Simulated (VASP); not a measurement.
# Sb2PbO (P6/mmm) in VASP: notebook

Sb2PbO is run at these levels: PBE; tasks: single point, relaxation of cell and atoms.

All numbers are computed with VASP 6.6.1; they aren't measurements. Logs are shortened: lines on timing, memory, paths and dates and some standing lists are left out, and cuts for length are marked.

### Step 1. The cell of the first run

It takes space group P6/mmm (No. 191, hexagonal). Conventional cell: a = 5.057 Å, b = 5.057 Å, c = 4.797 Å, α = 90.00°, β = 90.00°, γ = 120.00°. Sb (site symmetry -6m2) has 3 Sb at 2.92 Å and 3 O at 2.92 Å and 6 Pb at 3.78 Å within 3.8 Å. Pb (site symmetry 6/mmm) has 2 O at 2.40 Å within 3.2 Å. O (site symmetry 6/mmm) has 2 Pb at 2.40 Å and 6 Sb at 2.92 Å within 3.2 Å.

### Step 2. Single point, PBE

File INCAR:

```
SYSTEM = Sb2PbO
PREC = Accurate
ENCUT = 520
EDIFF = 1E-7
ISMEAR = 0
SIGMA = 0.1
LREAL = .FALSE.
LASPH = .TRUE.
NELM = 100
ALGO = Normal
ISIF = 2
LWAVE = .FALSE.
LCHARG = .FALSE.
GGA = PE
NBANDS = 23
```

File KPOINTS:

```
regular mesh
0
G
  6 6 4
  0 0 0
```

File POSCAR:

```
Sb2PbO
1.0
    5.0567422726      0.0000000000      0.0000000000
   -2.5283711363      4.3792672685      0.0000000000
    0.0000000000      0.0000000000      4.7971744443
Sb Pb O
2 1 1
Direct
    0.3333333333      0.6666666667      0.5000000000
    0.6666666667      0.3333333333      0.5000000000
    0.0000000000      0.0000000000      0.0000000000
    0.0000000000      0.0000000000      0.5000000000
```

Potentials or basis: VASP PAW PBE potentials, release 64 (Sb, Pb_d, O).

Started as:

```sh
> cat potpaw_PBE.64/Sb/POTCAR potpaw_PBE.64/Pb_d/POTCAR potpaw_PBE.64/O/POTCAR > POTCAR
> mpirun -np 1 vasp_std > vasp.out
```

OUTCAR:

```text
SYSTEM = Sb2PbO
   PREC = Accurate
   ENCUT = 520
   EDIFF = 1E-7
   ISMEAR = 0
   LREAL = .FALSE.
   LASPH = .TRUE.
   NELM = 100
   ISIF = 2
   GGA = PE

 ion  position               nearest neighbor table
   1  0.333  0.667  0.500-   2 2.92   2 2.92   2 2.92   3 3.78   3 3.78   3 3.78   3 3.78   3 3.78
                             3 3.78
   2  0.667  0.333  0.500-   1 2.92   1 2.92   1 2.92   3 3.78   3 3.78   3 3.78   3 3.78   3 3.78
                             3 3.78
   3  0.000  0.000  0.000-   4 2.40   4 2.40   1 3.78   1 3.78   2 3.78   2 3.78   2 3.78   2 3.78
                             1 3.78   1 3.78   2 3.78   2 3.78   1 3.78   1 3.78
   4  0.000  0.000  0.500-   3 2.40   3 2.40

  LATTYP: Found a hexagonal cell.
 ALAT       =     5.0567422726
 C/A-ratio  =     0.9486689623

  Lattice vectors:

 A1 = (   5.0567422726,   0.0000000000,   0.0000000000)
 A2 = (  -2.5283711363,   4.3792672685,   0.0000000000)
 A3 = (   0.0000000000,   0.0000000000,   4.7971744443)

Analysis of symmetry for initial positions (statically):
=====================================================================
 Subroutine PRICEL returns:
 Original cell was already a primitive cell.

 Routine SETGRP: Setting up the symmetry group for a
 hexagonal supercell.

 Subroutine GETGRP returns: Found 24 space group operations
 (whereof 24 operations were pure point group operations)
 out of a pool of 24 trial point group operations.

The static configuration has the point symmetry D_6h.

Analysis of symmetry for dynamics (positions and initial velocities):
=====================================================================
 Subroutine PRICEL returns:
 Original cell was already a primitive cell.

 Routine SETGRP: Setting up the symmetry group for a
 hexagonal supercell.

 Subroutine GETGRP returns: Found 24 space group operations
 (whereof 24 operations were pure point group operations)
 out of a pool of 24 trial point group operations.

The dynamic configuration has the point symmetry D_6h.

 Subroutine INISYM returns: Found 24 space group operations
 (whereof 24 operations are pure point group operations),
 and found     1 'primitive' translations

----------------------------------------------------------------------------------------

                                     Primitive cell

  volume of cell :     106.2326

  direct lattice vectors                    reciprocal lattice vectors
     5.056742273  0.000000000  0.000000000     0.197755778  0.114174351  0.000000000
    -2.528371136  4.379267268  0.000000000     0.000000000  0.228348703  0.000000000
     0.000000000  0.000000000  4.797174444     0.000000000  0.000000000  0.208456043

  length of vectors
     5.056742273  5.056742273  4.797174444     0.228348703  0.228348703  0.208456043

  position of ions in fractional coordinates (direct lattice)
     0.333333333  0.666666667  0.500000000
     0.666666667  0.333333333  0.500000000
     0.000000000  0.000000000  0.000000000
     0.000000000  0.000000000  0.500000000

  ion indices of the primitive-cell ions
   primitive index   ion index
                 1           1
                 2           2
                 3           3
                 4           4

----------------------------------------------------------------------------------------

 KPOINTS: regular mesh

Automatic generation of k-mesh.
 Grid dimensions read from file:
 generate k-points for:    6    6    4

 Generating k-lattice:

  Cartesian coordinates                     Fractional coordinates (reciprocal lattice)
     0.032959296  0.019029059  0.000000000     0.166666667  0.000000000  0.000000000
     0.000000000  0.038058117  0.000000000     0.000000000  0.166666667  0.000000000
     0.000000000  0.000000000  0.052114011     0.000000000  0.000000000  0.250000000

  Length of vectors
     0.038058117  0.038058117  0.052114011

  Shift w.r.t. Gamma in fractional coordinates (k-lattice)
     0.000000000  0.000000000  0.000000000

 Subroutine IBZKPT returns following result:
 ===========================================

 Found     21 irreducible k-points:

 Following reciprocal coordinates:
            Coordinates               Weight
  0.000000  0.000000  0.000000      1.000000
  0.166667  0.000000  0.000000      6.000000
  0.333333 -0.000000  0.000000      6.000000
  0.500000  0.000000  0.000000      3.000000
  0.166667  0.166667  0.000000      6.000000
  0.333333  0.166667  0.000000     12.000000
[... 13 lines left out ...]
  0.333333  0.166667  0.500000     12.000000
  0.333333  0.333333  0.500000      2.000000
   k-points           NKPTS =     21   k-points in BZ     NKDIM =     21   number of bands    NBANDS=     23
   number of dos      NEDOS =    301   number of ions     NIONS =      4
   total plane-waves  NPLWV =  57600
   dimension x,y,z NGX =    40 NGY =   40 NGZ =   36
   dimension x,y,z NGXF=    80 NGYF=   80 NGZF=   72
   ions per type =               2   1   1
   NGX,Y,Z   is equivalent  to a cutoff of  13.15, 13.15, 12.48 a.u.
   NGXF,Y,Z  is equivalent  to a cutoff of  26.30, 26.30, 24.95 a.u.
 SYSTEM =  Sb2PbO
   PREC   = accura    normal or accurate (medium, high low for compatibility)
   ISTART =      0    job   : 0-new  1-cont  2-samecut
   ICHARG =      2    charge: 1-file 2-atom 10-const
   ISPIN  =      1    spin polarized calculation?
   LNONCOLLINEAR =      F non collinear calculations
   LSORBIT =      F    spin-orbit coupling
   LASPH  =      T    aspherical Exc in radial PAW
   ENCUT  =  520.0 eV  38.22 Ry    6.18 a.u.   9.40  9.40  8.92*2*pi/ulx,y,z
   NELM   =    100;   NELMIN=  2; NELMDL= -5     # of ELM steps
   EDIFF  = 0.1E-06   stopping-criterion for ELM
   LREAL  =      F    real-space projection
   EDIFFG = 0.1E-05   stopping-criterion for IOM
   NSW    =      0    number of steps for IOM
   IBRION =     -1    ionic relax: 0-MD 1-quasi-New 2-CG
   NFREE  =      0    steps in history (QN), initial steepest desc. (CG)
   ISIF   =      2    stress and relaxation
   ISYM   =      2    0-nonsym 1-usesym 2-fastsym
   POTIM  = 0.5000    time-step for ionic-motion
   TEBEG  =    0.0;   TEEND  =   0.0 temperature during run
   PSTRESS=    0.0 pullay stress
   NELECT =      30.0000    total number of electrons
   NUPDOWN=      -1.0000    fix difference up-down
   EMIN   =  10.00;   EMAX   =-10.00  energy-range for DOS
   EFERMI =   0.00;   METHOD = LEGACY
   ISMEAR =     0;   SIGMA  =   0.10  broadening in eV -4-tet -1-fermi 0-gaus
   EFERMI_NEDOS =   21; number of points for ismear=-14 and -15
   IALGO  =     38    algorithm
   IMIX   =      4    mixing-type and parameters
     AMIX     =   0.40;   BMIX     =  1.00
     AMIX_MAG =   1.60;   BMIX_MAG =  1.00
  volume/ion in A,a.u.               =      26.56       179.22
  Fermi-wavevector in a.u.,A,eV,Ry     =   1.074062  2.029683 15.695804  1.153609
  Thomas-Fermi vector in A             =   2.209879
   LORBIT       =      0    0 simple, 1 ext, 2 COOP (PROOUT), +10 PAW based schemes
   GGA     = PE    functional components
   LHFCALC =     F    Hartree Fock is set to
   AEXX    =    0.0000 exact exchange contribution
   IVDW    =     0    specifies the selected vdW correction
   LEPSILON=     F    determine dielectric tensor
   LRPA    =     F    only Hartree local field effects (RPA)
 non-spin polarized calculation
 Gauss-broadening in eV      SIGMA  =   0.10
  energy-cutoff  :      520.00
  volume of cell :      106.23
 maximum number of plane-waves:      2910
 NGX is ok and might be reduce to    40
   NGX = 19   NGY = 19   NGZ = 17

 number of electron      30.0000008 magnetization

 Free energy of the ion-electron system (eV)
  ---------------------------------------------------
  ext. energy  EPLUGINS =         0.00000000
  ---------------------------------------------------
  free energy    TOTEN  =       -16.69743612 eV

  energy without entropy =      -16.68757781  energy(sigma->0) =      -16.69250697

 E-fermi :   5.9698     XC(G=0):  -9.4950

 val. band max:        5.9114639968   @ k =   0.3333  -0.0000   0.5000
 cond. band min:       5.9893325723   @ k =   0.1667   0.1667   0.0000
 fundamental gap:      0.0778685755
 Fermi energy:         5.9697975580

 k-point     1 :       0.0000    0.0000    0.0000
  band No.  band energies     occupation
      1     -12.0576      2.00000
      2     -11.2757      2.00000
      3     -11.2757      2.00000
      4     -11.0665      2.00000
      5     -11.0665      2.00000
      6     -10.1397      2.00000
[... 15 lines left out ...]
     22      13.1224      0.00000
     23      13.1224      0.00000

 k-point     2 :       0.1667    0.0000    0.0000
  band No.  band energies     occupation
      1     -12.0491      2.00000
      2     -11.2759      2.00000
      3     -11.2741      2.00000
      4     -11.0674      2.00000
      5     -11.0667      2.00000
      6     -10.1223      2.00000
[... 15 lines left out ...]
     22      12.4716      0.00000
     23      12.6348      0.00000

 k-point     3 :       0.3333   -0.0000    0.0000
  band No.  band energies     occupation
      1     -12.0320      2.00000
      2     -11.2765      2.00000
      3     -11.2708      2.00000
      4     -11.0693      2.00000
      5     -11.0670      2.00000
      6     -10.0866      2.00000
[... 15 lines left out ...]
     22      11.8512      0.00000
     23      12.1630      0.00000
[... 417 lines left out ...]
 k-point    20 :       0.3333    0.1667    0.5000
  band No.  band energies     occupation
      1     -11.2743      2.00000
      2     -11.2699      2.00000
      3     -11.1189      2.00000
      4     -11.0827      2.00000
      5     -11.0788      2.00000
      6     -11.0431      2.00000
[... 15 lines left out ...]
     22      12.5467      0.00000
     23      14.9222      0.00000

 k-point    21 :       0.3333    0.3333    0.5000
  band No.  band energies     occupation
      1     -11.2718      2.00000
      2     -11.2718      2.00000
      3     -11.1081      2.00000
      4     -11.0819      2.00000
      5     -11.0819      2.00000
      6     -11.0427      2.00000
[... 15 lines left out ...]
     22      12.1036      0.00000
     23      14.7969      0.00000

------------------------ aborting loop because EDIFF is reached ----------------------------------------

  FORCE on cell =-STRESS in cart. coord.  units (eV):
  Direction    XX          YY          ZZ          XY          YZ          ZX
  --------------------------------------------------------------------------------------
  -------------------------------------------------------------------------------------
  Total       -0.0939369     -0.0939369      0.0683151      0.0000000     -0.0000000      0.0000000
  in kB       -1.4167364     -1.4167364      1.0303133      0.0000000     -0.0000000      0.0000000
  external PRESSURE =      -0.6010532 kB  Pullay stress =       0.0000000 kB

 VOLUME and BASIS-vectors are now :
 -----------------------------------------------------------------------------
  energy-cutoff  :      520.00
  volume of cell :      106.23
      direct lattice vectors                 reciprocal lattice vectors
     5.056742273  0.000000000  0.000000000     0.197755778  0.114174351  0.000000000
    -2.528371136  4.379267268  0.000000000     0.000000000  0.228348703  0.000000000
     0.000000000  0.000000000  4.797174444     0.000000000  0.000000000  0.208456043

 POSITION                                       TOTAL-FORCE (eV/Angst)
 -----------------------------------------------------------------------------------
     -0.00000      2.91951      2.39859         0.000000      0.000000      0.000000
      2.52837      1.45976      2.39859         0.000000     -0.000000     -0.000000
      0.00000      0.00000      0.00000        -0.000000      0.000000     -0.000000
      0.00000      0.00000      2.39859        -0.000000      0.000000     -0.000000
 -----------------------------------------------------------------------------------
    total drift:                                0.000000     -0.000000      0.000000

  FREE ENERGIE OF THE ION-ELECTRON SYSTEM (eV)
  ---------------------------------------------------
  free  energy   TOTEN  =       -16.6974361233 eV

  energy  without entropy=      -16.6875778148  energy(sigma->0) =      -16.69250697
```

Wall time 31 s (1 thread of Intel Xeon 6975P-C (Granite Rapids), shared host); peak memory 0.25 GiB.

Results:

| Quantity | Value |
| --- | --- |
| Free energy | -16.6974 eV |
| Pressure | -0.1 GPa |
| Band gap on the k mesh | zero (band 15 reaches 6.12 eV, above the bottom of band 16 at 5.60 eV) |

Stress tensor (GPa, compression positive):
```
-0.14  0.00  0.00
 0.00 -0.14  0.00
 0.00  0.00  0.10
```

Levels at points of the mesh, in eV from the Fermi level:
| k point | band 11 | band 12 | band 13 | band 14 | band 15 | band 16 | band 17 | band 18 | band 19 | band 20 |
| --- | --- | --- | --- | --- | --- | --- | --- | --- | --- | --- |
| (0.00, 0.00, 0.00) | -3.70 | -3.70 | -2.92 | -2.92 | -1.28 | 1.68 | 1.68 | 2.21 | 3.99 | 5.15 |
| (0.50, 0.00, 0.00) | -4.26 | -1.92 | -1.15 | -0.57 | -0.25 | 0.19 | 0.25 | 1.99 | 3.59 | 3.89 |
| (0.00, 0.00, 0.50) | -3.29 | -2.78 | -2.78 | -2.15 | -0.39 | 0.95 | 1.00 | 1.00 | 3.63 | 3.87 |
| (0.50, 0.00, 0.50) | -3.62 | -1.77 | -1.08 | -0.74 | -0.45 | -0.37 | 0.20 | 3.78 | 3.93 | 4.05 |

Caveat: spin-orbit coupling is left out, which moves the levels of the heavy elements.

### Step 3. Single point, PBE

This run uses another cell than the first one, of 28.49 Å³/atom, 1.073 times its volume.

File INCAR:

```
SYSTEM = Sb2PbO
ALGO = Normal
EDIFF = 1E-6
ENCUT = 520
GGA = PE
ISIF = 2
ISMEAR = 0
LASPH = .TRUE.
LCHARG = .FALSE.
LREAL = .FALSE.
LWAVE = .FALSE.
NBANDS = 23
NELM = 80
PREC = Accurate
SIGMA = 0.1
```

File KPOINTS:

```
k-points
0
G
  6 6 4
  0 0 0
```

File POSCAR:

```
Sb2PbO
1.0
    5.4341670800      0.0000000000      0.0000000000
   -2.7170835400      4.7061267400      0.0000000000
    0.0000000000      0.0000000000      4.4564279800
Sb Pb O
2 1 1
Direct
    0.3333333300      0.6666666700      0.5000000000
    0.6666666700      0.3333333300      0.5000000000
    0.0000000000      0.0000000000      0.0000000000
    0.0000000000      0.0000000000      0.5000000000
```

Potentials or basis: VASP PAW PBE potentials, release 64 (Sb, Pb_d, O).

Started as:

```sh
> cat potpaw_PBE.64/Sb/POTCAR potpaw_PBE.64/Pb_d/POTCAR potpaw_PBE.64/O/POTCAR > POTCAR
> mpirun -np 1 vasp_std > vasp.out
```

Run time: 33 s. Hardware: 1 thread of Intel Xeon 6975P-C (Granite Rapids), shared host; peak memory 0.26 GiB.

The run converged. Its results:

```
Free energy            : -16.3647 eV
Pressure               : -2.2 GPa
Band gap on the k mesh : zero (band 15 reaches 5.53 eV, above the bottom of band 16 at 5.01 eV)
```

Stress tensor (GPa, compression positive):
```
-4.72  0.00  0.00
 0.00 -4.72  0.00
 0.00  0.00  2.93
```

Levels at points of the mesh, in eV from the Fermi level:
| k point | band 13 | band 14 | band 15 | band 16 | band 17 | band 18 |
| --- | --- | --- | --- | --- | --- | --- |
| (0.00, 0.00, 0.00) | -2.50 | -2.50 | -0.72 | 1.40 | 1.40 | 2.21 |
| (0.50, 0.00, 0.00) | -1.01 | -0.51 | -0.19 | 0.81 | 1.11 | 2.47 |
| (0.00, 0.00, 0.50) | -2.21 | -2.21 | 0.39 | 0.45 | 0.87 | 0.87 |
| (0.50, 0.00, 0.50) | -1.20 | -0.89 | -0.78 | 0.16 | 0.27 | 2.73 |

Caveat: spin-orbit coupling is left out, which moves the levels of the heavy elements.

### Step 4. Relaxation of cell and atoms, PBE

File INCAR:

```
SYSTEM = Sb2PbO
PREC = Accurate ; ENCUT = 600
EDIFF = 1E-7 ; ISMEAR = 0
SIGMA = 0.1 ; LREAL = .False.
LASPH = .True. ; NELM = 100
ALGO = Normal ; ISIF = 3
LWAVE = .False. ; LCHARG = .False.
GGA = PE ; IBRION = 2
NSW = 100 ; EDIFFG = -0.01
```

File KPOINTS:

```
regular mesh
0
Gamma
  12 12 10
  0 0 0
```

File POSCAR:

```
Sb2PbO
1.0
    5.0567422726      0.0000000000      0.0000000000
   -2.5283711363      4.3792672685      0.0000000000
    0.0000000000      0.0000000000      4.7971744443
Sb Pb O
2 1 1
Direct
    0.3333333333      0.6666666667      0.5000000000
    0.6666666667      0.3333333333      0.5000000000
    0.0000000000      0.0000000000      0.0000000000
    0.0000000000      0.0000000000      0.5000000000
```

Started as:

```sh
> cat potpaw_PBE.64/Sb/POTCAR potpaw_PBE.64/Pb_d/POTCAR potpaw_PBE.64/O/POTCAR > POTCAR
> mpirun -np 1 vasp_std > vasp.out
```

Run time: 9.7 min. Hardware: 1 thread of Intel Xeon Platinum 8488C (Sapphire Rapids), shared host; peak memory 0.49 GiB.

It converged, with:

* Free energy: -16.7487 eV
* Relaxed volume: 26.47 Å³/atom
* Relaxed cell: a = 5.044 Å, b = 5.044 Å, c = 4.806 Å, α = 90.00°, β = 90.00°, γ = 120.00°
* Space group after relaxing (to 0.05 Å): P6/mmm (No. 191)
* Energy gained by relaxing: 0.1 meV/atom
* Ionic steps: 5
* Pressure after relaxing: 0.0 GPa
* Band gap on the k mesh: zero (band 15 reaches 6.42 eV, above the bottom of band 16 at 5.59 eV)

Step by step:
| step | energy change (eV) | largest force (eV/Å) | pressure (GPa) | volume (Å³) |
| --- | --- | --- | --- | --- |
| 1 | 0.0000 | 0.0000 | -0.14 | 106.23 |
| 2 | -0.0004 | 0.0000 | 0.02 | 105.86 |
| 3 | -0.0005 | 0.0000 | 0.04 | 105.80 |
| 4 | -0.0005 | 0.0000 | 0.05 | 105.78 |
| 5 | -0.0005 | 0.0000 | 0.00 | 105.88 |

Final structure:
```
Sb Pb O
1.0
     5.04372    0.00000    0.00000
    -2.52186    4.36799    0.00000
     0.00000    0.00000    4.80592
Sb Pb O
2 1 1
Direct
  0.33333 0.66667 0.50000
  0.66667 0.33333 0.50000
  0.00000 0.00000 0.00000
  0.00000 0.00000 0.50000
```

Levels at points of the mesh, in eV from the Fermi level:
```tsv
k point	band 12	band 13	band 14	band 15	band 16	band 17	band 18	band 19
(0.00, 0.00, 0.00)	-3.76	-2.96	-2.96	-1.32	1.67	1.67	2.19	3.97
(0.50, 0.00, 0.00)	-1.97	-1.20	-0.61	-0.26	0.15	0.21	1.96	3.61
(0.00, 0.00, 0.50)	-2.82	-2.82	-2.17	-0.47	0.95	1.00	1.00	3.58
(0.50, 0.00, 0.50)	-1.82	-1.11	-0.76	-0.49	-0.44	0.19	3.80	3.91
```

Caveat: spin-orbit coupling is left out, which moves the levels of the heavy elements.

### Step 5. The runs side by side

| task | cell | k mesh | cutoff (eV) | gap on the mesh (eV) | pressure (GPa) |
| --- | --- | --- | --- | --- | --- |
| single point | a = 5.057, b = 5.057, c = 4.797 Å, angles 90.0, 90.0, 120.0°, 4 atoms | 6 × 6 × 4 | 520 | none | -0.1 |
| single point | a = 5.434, b = 5.434, c = 4.456 Å, angles 90.0, 90.0, 120.0°, 4 atoms | 6 × 6 × 4 | 520 | none | -2.2 |
| relaxation of cell and atoms | relaxed from a = 5.057, b = 5.057, c = 4.797 Å, angles 90.0, 90.0, 120.0°, 4 atoms | 12 × 12 × 10 | 600 | none | 0.0 |

Alike in all rows: level PBE; potentials or basis VASP PAW PBE potentials, release 64 (Sb, Pb_d, O); no spin polarisation; smearing gaussian 0.1 eV.

Caveats: spin-orbit coupling is left out, which moves the levels of the heavy elements.

Total energies depend on the potentials used, so only differences within one code and one set of settings carry meaning.
